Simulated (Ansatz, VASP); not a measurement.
## ZrB2: VASP beside Ansatz

```
Zr B
1.0
     3.07282    0.00000    0.00000
     0.00000    5.05576    0.00000
     0.00000    0.00000    4.61608
Zr B
2 4
Direct
  0.00000 0.00000 0.88519
  0.50000 0.50000 0.11481
  0.00000 0.81683 0.40749
  0.00000 0.18317 0.40749
  0.50000 0.31683 0.59251
  0.50000 0.68317 0.59251
```

Alike in both runs: functional PBE; k mesh 12 × 8 × 8; occupations gaussian, width 0.1 eV; no spin polarisation.

Ansatz relaxed the structure, and its values are those at the end. VASP's run is a single point on that final structure, the one shown.

```csv
,VASP,Ansatz
version,VASP 6.6.1,Ansatz 0.2.0
potentials or method,"VASP PAW PBE potentials, release 64 (Zr_sv, B), cutoff 520 eV","scalar-relativistic, plane waves, PAW"
valence electrons in the cell,36,36
```

VASP gave:

| Quantity | Value |
| --- | --- |
| gap on the k mesh at the Fermi level (eV) | none |
| pressure (GPa) | 0.1 |

**Question.** Estimate Ansatz's values.

**Answer.** gap on the k mesh at the Fermi level (eV): none; pressure (GPa): 0.0.

A gap of «none» marks a metal or a gap that the smearing closes.
